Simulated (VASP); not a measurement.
# Li2HfN2 (P1) in VASP: notebook

Runs on Li2HfN2. Level: LDA. Tasks: single point.

Everything below comes from runs of VASP 6.6.1. Logs are shortened: lines on timing, memory, paths and dates and some standing lists are left out, and cuts for length are marked.

## 1. The cell of the first run

The typed cell holds 5 atoms: a = 3.237 Å, b = 3.237 Å, c = 5.424 Å, α = 90.00°, β = 90.00°, γ = 120.00°.

## 2. Single point, LDA (atom 3 (Hf) moved by (-0.600, -0.600) A along x and z)

Input file INCAR:

```
ALGO = Normal
EDIFF = 1E-6
ENCUT = 520
GGA = CA
ISIF = 2
ISMEAR = 0
LASPH = True
LCHARG = True
LELF = True
LREAL = False
LVHAR = True
LWAVE = False
NBANDS = 21
NELM = 100
PREC = Accurate
SIGMA = 0.05
```

Input file KPOINTS:

```
k-points
0
Gamma
  9 9 6
```

Input file POSCAR:

```
Li2HfN2
1.0
    3.2371209533      0.0000000000      0.0000000000
   -1.6185604767      2.8034289807      0.0000000000
    0.0000000000      0.0000000000      5.4235951800
Li Hf N
2 1 2
Direct
    0.6666666667      0.3333333333      0.3827885700
    0.3333333333      0.6666666667      0.6172114300
   -0.1853498861      0.0000000000     -0.1106277257
    0.6666666667      0.3333333333      0.7793848600
    0.3333333333      0.6666666667      0.2206151400
```

Potentials or basis: VASP PAW LDA potentials, release 64 (Li_sv, Hf_pv, N).

Run with:

```console
> cat potpaw_LDA.64/Li_sv/POTCAR potpaw_LDA.64/Hf_pv/POTCAR potpaw_LDA.64/N/POTCAR > POTCAR
> mpirun -np 1 vasp_std > vasp.out
```

OUTCAR:

```text
EDIFF = 1E-6
   ENCUT = 520
   GGA = CA
   ISIF = 2
   ISMEAR = 0
   LASPH = True
   LREAL = False
   NELM = 100
   PREC = Accurate

 ion  position               nearest neighbor table
   1  0.667  0.333  0.383-   5 2.07   5 2.07   5 2.07   4 2.15   2 2.26   2 2.26   2 2.26   3 3.01
                             3 3.08
   2  0.333  0.667  0.617-   3 2.02   4 2.07   4 2.07   4 2.07   5 2.15   1 2.26   1 2.26   1 2.26
                             3 2.46   3 2.82
   3  0.815  0.000  0.889-   4 1.51   2 2.02   4 2.05   5 2.27   2 2.46   4 2.48   5 2.66   2 2.82
                             1 3.01   1 3.08
   4  0.667  0.333  0.779-   3 1.51   3 2.05   2 2.07   2 2.07   2 2.07   1 2.15   3 2.48
   5  0.333  0.667  0.221-   1 2.07   1 2.07   1 2.07   2 2.15   3 2.27   3 2.66

  LATTYP: Found a hexagonal cell.
 ALAT       =     3.2371209533
 C/A-ratio  =     1.6754379148

  Lattice vectors:

 A1 = (   3.2371209533,   0.0000000000,   0.0000000000)
 A2 = (  -1.6185604767,   2.8034289807,   0.0000000000)
 A3 = (   0.0000000000,   0.0000000000,   5.4235951800)

Analysis of symmetry for initial positions (statically):
=====================================================================
 Subroutine PRICEL returns:
 Original cell was already a primitive cell.

 Routine SETGRP: Setting up the symmetry group for a
 hexagonal supercell.

 Subroutine GETGRP returns: Found  1 space group operations
 (whereof  1 operations were pure point group operations)
 out of a pool of 24 trial point group operations.

The static configuration has the point symmetry C_1 .

Analysis of symmetry for dynamics (positions and initial velocities):
=====================================================================
 Subroutine PRICEL returns:
 Original cell was already a primitive cell.

 Routine SETGRP: Setting up the symmetry group for a
 hexagonal supercell.

 Subroutine GETGRP returns: Found  1 space group operations
 (whereof  1 operations were pure point group operations)
 out of a pool of 24 trial point group operations.

The dynamic configuration has the point symmetry C_1 .

 Subroutine INISYM returns: Found  1 space group operations
 (whereof  1 operations are pure point group operations),
 and found     1 'primitive' translations
[... 96 lines left out ...]
   LNONCOLLINEAR =      F non collinear calculations
   LSORBIT =      F    spin-orbit coupling
   LASPH  =      T    aspherical Exc in radial PAW
   ENCUT  =  520.0 eV  38.22 Ry    6.18 a.u.   6.02  6.02 10.08*2*pi/ulx,y,z
   NELM   =    100;   NELMIN=  2; NELMDL= -5     # of ELM steps
   EDIFF  = 0.1E-05   stopping-criterion for ELM
   LREAL  =      F    real-space projection
   EDIFFG = 0.1E-04   stopping-criterion for IOM
   NSW    =      0    number of steps for IOM
   IBRION =     -1    ionic relax: 0-MD 1-quasi-New 2-CG
   NFREE  =      0    steps in history (QN), initial steepest desc. (CG)
   ISIF   =      2    stress and relaxation
   ISYM   =      2    0-nonsym 1-usesym 2-fastsym
   POTIM  = 0.5000    time-step for ionic-motion
   TEBEG  =    0.0;   TEEND  =   0.0 temperature during run
   PSTRESS=    0.0 pullay stress
   NELECT =      26.0000    total number of electrons
   NUPDOWN=      -1.0000    fix difference up-down
   EMIN   =  10.00;   EMAX   =-10.00  energy-range for DOS
   EFERMI =   0.00;   METHOD = LEGACY
   ISMEAR =     0;   SIGMA  =   0.05  broadening in eV -4-tet -1-fermi 0-gaus
   EFERMI_NEDOS =   21; number of points for ismear=-14 and -15
   IALGO  =     38    algorithm
   IMIX   =      4    mixing-type and parameters
     AMIX     =   0.40;   BMIX     =  1.00
     AMIX_MAG =   1.60;   BMIX_MAG =  1.00
  volume/ion in A,a.u.               =       9.84        66.43
  Fermi-wavevector in a.u.,A,eV,Ry     =   1.323389  2.500842 23.828661  1.751357
  Thomas-Fermi vector in A             =   2.453000
   LORBIT       =      0    0 simple, 1 ext, 2 COOP (PROOUT), +10 PAW based schemes
   GGA     = CA    functional components
   LHFCALC =     F    Hartree Fock is set to
   AEXX    =    0.0000 exact exchange contribution
   IVDW    =     0    specifies the selected vdW correction
   LEPSILON=     F    determine dielectric tensor
   LRPA    =     F    only Hartree local field effects (RPA)
 non-spin polarized calculation
 Gauss-broadening in eV      SIGMA  =   0.05
  energy-cutoff  :      520.00
  volume of cell :       49.22
 maximum number of plane-waves:      1350
   NGX = 13   NGY = 13   NGZ = 21

 number of electron      26.0000007 magnetization

 Free energy of the ion-electron system (eV)
  ---------------------------------------------------
  ext. energy  EPLUGINS =         0.00000000
  ---------------------------------------------------
  free energy    TOTEN  =       -30.05148597 eV

  energy without entropy =      -30.05015032  energy(sigma->0) =      -30.05081814

 E-fermi :   5.0850     XC(G=0): -11.3359

 val. band max:        5.0732166466   @ k =   0.0000   0.1111   0.5000
 cond. band min:       5.0873378489   @ k =   0.1111   0.1111   0.0000
 fundamental gap:      0.0141212023
 Fermi energy:         5.0850413158

 k-point     1 :       0.0000    0.0000    0.0000
  band No.  band energies     occupation
      1     -41.6236      2.00000
      2     -38.6772      2.00000
      3     -26.7867      2.00000
      4     -24.9563      2.00000
      5     -24.7223      2.00000
      6     -10.3323      2.00000
[... 565 lines left out ...]
     20      13.8227      0.00000
     21      14.4092      0.00000

 [... further k-points ...]

------------------------ aborting loop because EDIFF is reached ----------------------------------------

  FORCE on cell =-STRESS in cart. coord.  units (eV):
  Direction    XX          YY          ZZ          XY          YZ          ZX
  --------------------------------------------------------------------------------------
  -------------------------------------------------------------------------------------
  Total       24.2283072     23.5249570      4.4128894    -20.1456963     -7.5416522     15.6523474
  in kB      788.6746876    765.7793833    143.6474349   -655.7784069   -245.4942525    509.5118727
  external PRESSURE =     566.0338353 kB  Pullay stress =       0.0000000 kB

 VOLUME and BASIS-vectors are now :
 -----------------------------------------------------------------------------
  energy-cutoff  :      520.00
  volume of cell :       49.22
      direct lattice vectors                 reciprocal lattice vectors
     3.237120953  0.000000000  0.000000000     0.308916477  0.178353011  0.000000000
    -1.618560477  2.803428981  0.000000000     0.000000000  0.356706022  0.000000000
     0.000000000  0.000000000  5.423595180     0.000000000  0.000000000  0.184379543

 POSITION                                       TOTAL-FORCE (eV/Angst)
 -----------------------------------------------------------------------------------
      1.61856      0.93448      2.07609        -0.037545      0.072889     -2.050221
     -0.00000      1.86895      3.34750        -1.787057     -1.003393     -3.879087
      2.63712      0.00000      4.82360        23.257612    -15.484543     23.257936
      1.61856      0.93448      4.22707       -21.490011     16.035204    -15.833567
     -0.00000      1.86895      1.19653         0.057000      0.379842     -1.495060
 -----------------------------------------------------------------------------------
    total drift:                               -0.000268      0.000005     -0.000334

  FREE ENERGIE OF THE ION-ELECTRON SYSTEM (eV)
  ---------------------------------------------------
  free  energy   TOTEN  =       -30.0514859678 eV

  energy  without entropy=      -30.0501503173  energy(sigma->0) =      -30.05081814
```

OSZICAR:

```text
N       E                     dE             d eps       ncg     rms          rms(c)
DAV:   1     0.137454896618E+03    0.13745E+03   -0.13442E+04 10248   0.130E+03
DAV:   2    -0.235685825727E+02   -0.16102E+03   -0.15475E+03 12384   0.322E+02
DAV:   3    -0.364435957745E+02   -0.12875E+02   -0.12779E+02 18508   0.653E+01
DAV:   4    -0.368459231875E+02   -0.40233E+00   -0.40114E+00 13940   0.122E+01
DAV:   5    -0.368552471729E+02   -0.93240E-02   -0.93234E-02 15380   0.159E+00    0.111E+02
DAV:   6    -0.309456998973E+02    0.59095E+01   -0.45072E+01 11848   0.304E+01    0.652E+01
DAV:   7    -0.337122080009E+02   -0.27665E+01   -0.50047E+01 11995   0.203E+01    0.200E+01
DAV:   8    -0.300550865197E+02    0.36571E+01   -0.15682E+01 11930   0.178E+01    0.906E+00
DAV:   9    -0.300818032338E+02   -0.26717E-01   -0.85658E-01 13303   0.452E+00    0.404E+00
DAV:  10    -0.300729461193E+02    0.88571E-02   -0.41719E-01 11683   0.217E+00    0.174E+00
DAV:  11    -0.300728555425E+02    0.90577E-04   -0.51974E-01 13510   0.187E+00    0.131E+00
DAV:  12    -0.300543470685E+02    0.18508E-01   -0.59500E-02 12446   0.671E-01    0.687E-01
DAV:  13    -0.300515038988E+02    0.28432E-02   -0.23620E-02 12890   0.458E-01    0.190E-01
DAV:  14    -0.300515015079E+02    0.23910E-05   -0.56722E-04 11913   0.137E-01    0.798E-02
DAV:  15    -0.300514886621E+02    0.12846E-04   -0.76173E-05 14216   0.324E-02    0.342E-02
DAV:  16    -0.300514868630E+02    0.17990E-05   -0.15042E-05 12143   0.188E-02    0.163E-02
DAV:  17    -0.300514859678E+02    0.89526E-06   -0.73692E-06 10081   0.807E-03
   1 F= -.30051486E+02 E0= -.30050818E+02  d E =-.133565E-02
```

stdout:

```text
POSCAR found type information on POSCAR LiHfN
 POSCAR found :  3 types and       5 ions
 scaLAPACK will be used
 LDA part: xc-table for (Slater(with rela. corr.)+CA(PZ))
 , standard interpolation
 POSCAR, INCAR and KPOINTS ok, starting setup
 FFT: planning ... GRIDC
 FFT: planning ... GRID_SOFT
 FFT: planning ... GRID
 WAVECAR not read
 entering main loop
```

It took 82 s on 1 thread of Intel Xeon 6975P-C (Granite Rapids), shared host; peak memory 0.33 GiB.

What came out:

| Item | Value |
| --- | --- |
| Free energy | -30.0515 eV |
| Largest force | 36.354 eV/Å |
| Band gap on the k mesh | zero (band 13 reaches 5.23 eV, above the bottom of band 14 at 4.64 eV) |

Forces in eV/Å, atoms in the order of the input:
```
Li   -0.038   0.073  -2.050
Li   -1.787  -1.003  -3.879
Hf   23.258 -15.485  23.258
N   -21.490  16.035 -15.834
N     0.057   0.380  -1.495
```

Caveat: the cell differs from its parent crystal (atom 3 (Hf) moved by (-0.600, -0.600) A along x and z); the cutoff is under 1.25 times the usual one of these potentials, so pressure, stress and relaxed cells hold a basis-set (Pulay) error; spin-orbit coupling is left out, which moves the levels of the heavy elements; forces of over 1 eV/Å act on the atoms, so gaps and moduli don't describe the material at rest.

## 3. Single point, LDA (atom 3 (Hf) moved by (-0.300, -0.600) A along x and z)

Input file INCAR:

```
ALGO = Normal
EDIFF = 1E-6
ENCUT = 520
ISIF = 2
ISMEAR = 0
LASPH = T
LCHARG = F
LREAL = F
LWAVE = F
NBANDS = 21
NELM = 80
PREC = Accurate
SIGMA = 0.05
```

KPOINTS is that of step 2.

Edit POSCAR of step 2 so:

```diff
@@ -10,3 +10,3 @@
     0.3333333333      0.6666666667      0.6172114300
-   -0.1853498861      0.0000000000     -0.1106277257
+   -0.0926749431      0.0000000000     -0.1106277257
     0.6666666667      0.3333333333      0.7793848600
```

Potentials or basis: VASP PAW LDA potentials, release 64 (Li_sv, Hf_pv, N).

Run with:

```console
> cat potpaw_LDA.64/Li_sv/POTCAR potpaw_LDA.64/Hf_pv/POTCAR potpaw_LDA.64/N/POTCAR > POTCAR
> mpirun -np 1 vasp_std > vasp.out
```

OUTCAR:

```text
EDIFF = 1E-6
   ENCUT = 520
   ISIF = 2
   ISMEAR = 0
   LASPH = T
   LREAL = F
   NELM = 80
   PREC = Accurate

 ion  position               nearest neighbor table
   1  0.667  0.333  0.383-   5 2.07   5 2.07   5 2.07   4 2.15   2 2.26   2 2.26   2 2.26   3 3.13
                             3 3.19
   2  0.333  0.667  0.617-   4 2.07   4 2.07   4 2.07   5 2.15   3 2.19   1 2.26   1 2.26   1 2.26
                             3 2.40   3 2.59
   3  0.907  0.000  0.889-   4 1.72   4 1.98   2 2.19   4 2.22   2 2.40   5 2.42   2 2.59   5 2.61
                             5 2.79   1 3.13   1 3.19
[... 783 lines left out ...]
  -------------------------------------------------------------------------------------
  Total       12.6329460     11.1841760     -2.2648809     -7.2595764     -1.1649651      7.0590925
  in kB      411.2249622    364.0649113    -73.7259211   -236.3121812    -37.9216965    229.7860720
  external PRESSURE =     233.8546508 kB  Pullay stress =       0.0000000 kB

 VOLUME and BASIS-vectors are now :
 -----------------------------------------------------------------------------
  energy-cutoff  :      520.00
  volume of cell :       49.22
      direct lattice vectors                 reciprocal lattice vectors
     3.237120953  0.000000000  0.000000000     0.308916477  0.178353011  0.000000000
    -1.618560477  2.803428981  0.000000000     0.000000000  0.356706022  0.000000000
     0.000000000  0.000000000  5.423595180     0.000000000  0.000000000  0.184379543

 POSITION                                       TOTAL-FORCE (eV/Angst)
 -----------------------------------------------------------------------------------
      1.61856      0.93448      2.07609         0.043993     -0.002227     -2.072324
     -0.00000      1.86895      3.34750        -0.992295     -0.276518     -3.146422
      2.93712      0.00000      4.82360         8.610032     -2.826294     14.313728
      1.61856      0.93448      4.22707        -7.989960      2.948750     -7.202565
     -0.00000      1.86895      1.19653         0.328229      0.156288     -1.892417
 -----------------------------------------------------------------------------------
    total drift:                                0.000062     -0.000065      0.000289

  FREE ENERGIE OF THE ION-ELECTRON SYSTEM (eV)
  ---------------------------------------------------
  free  energy   TOTEN  =       -34.6425731776 eV

  energy  without entropy=      -34.6414401165  energy(sigma->0) =      -34.64200665
```

OSZICAR:

```text
N       E                     dE             d eps       ncg     rms          rms(c)
DAV:   1     0.129113898269E+03    0.12911E+03   -0.13248E+04 10248   0.129E+03
DAV:   2    -0.282901594800E+02   -0.15740E+03   -0.15150E+03 12425   0.318E+02
DAV:   3    -0.409153254413E+02   -0.12625E+02   -0.12533E+02 18640   0.639E+01
DAV:   4    -0.413096029204E+02   -0.39428E+00   -0.39319E+00 13749   0.121E+01
DAV:   5    -0.413188189849E+02   -0.92161E-02   -0.92156E-02 15508   0.157E+00    0.812E+01
DAV:   6    -0.355214956512E+02    0.57973E+01   -0.43120E+01 11892   0.288E+01    0.577E+01
DAV:   7    -0.366899155015E+02   -0.11684E+01   -0.29713E+01 11604   0.161E+01    0.256E+01
DAV:   8    -0.347376574038E+02    0.19523E+01   -0.13174E+01 11730   0.157E+01    0.732E+00
DAV:   9    -0.346570734968E+02    0.80584E-01   -0.96388E-01 11794   0.393E+00    0.191E+00
DAV:  10    -0.346452211589E+02    0.11852E-01   -0.13908E-01 12938   0.167E+00    0.123E+00
DAV:  11    -0.346429132161E+02    0.23079E-02   -0.27101E-02 12212   0.650E-01    0.415E-01
DAV:  12    -0.346427167754E+02    0.19644E-03   -0.53540E-03 13265   0.257E-01    0.126E-01
DAV:  13    -0.346425781233E+02    0.13865E-03   -0.11082E-03 12430   0.991E-02    0.358E-02
DAV:  14    -0.346425741609E+02    0.39623E-05   -0.59360E-05 12667   0.369E-02    0.169E-02
DAV:  15    -0.346425737902E+02    0.37068E-06   -0.16894E-05 12736   0.159E-02    0.573E-03
DAV:  16    -0.346425731776E+02    0.61260E-06   -0.35956E-06  8056   0.610E-03
   1 F= -.34642573E+02 E0= -.34642007E+02  d E =-.113306E-02
```

Run time: 77 s. Hardware: 1 thread of Intel Xeon 6975P-C (Granite Rapids), shared host; peak memory 0.33 GiB.

What came out:

- Free energy: -34.6426 eV
- Largest force: 16.941 eV/Å
- Band gap on the k mesh: zero (band 13 reaches 5.48 eV, above the bottom of band 14 at 4.79 eV)

Forces in eV/Å, atoms in the order of the input:
```
Li   0.044 -0.002 -2.072
Li  -0.992 -0.277 -3.146
Hf   8.610 -2.826 14.314
N   -7.990  2.949 -7.203
N    0.328  0.156 -1.892
```

Caveat: the cell differs from its parent crystal (atom 3 (Hf) moved by (-0.300, -0.600) A along x and z); the cutoff is under 1.25 times the usual one of these potentials, so pressure, stress and relaxed cells hold a basis-set (Pulay) error; spin-orbit coupling is left out, which moves the levels of the heavy elements; forces of over 1 eV/Å act on the atoms, so gaps and moduli don't describe the material at rest.

## 4. Single point, LDA (atom 3 (Hf) moved by (-0.600, -0.300) A along x and z)

Input file INCAR:

```
PREC     = Accurate       # precision mode
ENCUT    = 520            # plane-wave cutoff, eV
EDIFF    = 1E-6           # SCF threshold, eV
ISMEAR   = 0              # smearing method
SIGMA    = 0.05           # smearing width, eV
LREAL    = False          # projectors in reciprocal space
LASPH    = True           # aspherical terms in the spheres
NELM     = 100            # most SCF steps
ALGO     = Normal         # electronic algorithm
ISIF     = 2              # what is computed and relaxed
LWAVE    = False          # write WAVECAR
LCHARG   = False          # write CHGCAR
GGA      = CA             # functional
NBANDS   = 21             # bands
```

Input file KPOINTS:

```
regular mesh
0
Gamma
  9 9 6
```

Edit POSCAR of step 3 so:

```diff
@@ -10,3 +10,3 @@
     0.3333333333      0.6666666667      0.6172114300
-   -0.0926749431      0.0000000000     -0.1106277257
+   -0.1853498861      0.0000000000     -0.0553138629
     0.6666666667      0.3333333333      0.7793848600
```

Run with:

```console
> cat potpaw_LDA.64/Li_sv/POTCAR potpaw_LDA.64/Hf_pv/POTCAR potpaw_LDA.64/N/POTCAR > POTCAR
> mpirun -np 1 vasp_std > vasp.out
```

Wall time 66 s (1 thread of Intel Xeon 6975P-C (Granite Rapids), shared host); peak memory 0.33 GiB.

Results (log left out):

| Property | Result |
| --- | --- |
| Free energy | -35.8613 eV |
| Largest force | 20.155 eV/Å |
| Band gap on the k mesh | 1.24 eV, indirect (least direct gap 1.76 eV) |

Forces in eV/Å, atoms in the order of the input:
```
Li   -0.210   0.175  -1.201
Li   -0.997  -0.555  -2.140
Hf   12.516  -7.111  14.107
N   -10.438   7.883 -10.093
N    -0.872  -0.393  -0.673
```

Levels at points of the mesh, in eV from the valence-band top:
```tsv
k point	band 11	band 12	band 13	band 14	band 15	band 16
(0.00, 0.00, 0.00)	-2.21	-0.67	0.00	2.59	3.52	4.13
(0.00, 0.00, 0.50)	-2.47	-0.74	-0.04	2.19	3.77	4.21
```

Caveat: the cell differs from its parent crystal (atom 3 (Hf) moved by (-0.600, -0.300) A along x and z); the cutoff is under 1.25 times the usual one of these potentials, so pressure, stress and relaxed cells hold a basis-set (Pulay) error; spin-orbit coupling is left out, which moves the levels of the heavy elements; forces of over 1 eV/Å act on the atoms, so gaps and moduli don't describe the material at rest. A k mesh can miss the band edges.
